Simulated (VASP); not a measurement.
Runs of VASP 6.6.1 on NbH. The structure is that of space group I4/mmm (No. 139), or close to it. The cells are those of the table. 

```csv
cell,gap on the mesh (eV),pressure (GPa)
"a = 3.368, b = 3.368, c = 3.753 Å, 4 atoms",none,-11.7
"a = 3.305, b = 3.305, c = 3.787 Å, 4 atoms",none,-8.1
"a = 3.305, b = 3.305, c = 3.809 Å, 4 atoms",none,(a)
"a = 3.368, b = 3.368, c = 3.762 Å, 4 atoms",none,-12.2
```

Alike in all rows: task single point; level PBEsol; potentials or basis VASP PAW PBE potentials, release 64 (Nb_sv, H); no spin polarisation; k mesh 14 × 14 × 12; cutoff (eV) 520; smearing gaussian 0.1 eV.

**Question.** Estimate the missing entries.

**Answer.** (a) -9.2.

Caveats: the PAW data sets were made with another functional, which shifts forces and pressure a little; the stress differs along the axes, from -17 to -0 GPa (at least some runs); the stress differs along the axes, from -12 to -0 GPa (at least some runs); the stress differs along the axes, from -12 to -3 GPa (at least some runs); the stress differs along the axes, from -18 to -1 GPa (at least some runs).

A k mesh can miss the band edges, and the runs leave out spin-orbit coupling on Nb.

A gap of «none» marks levels without a gap at the run's occupations.
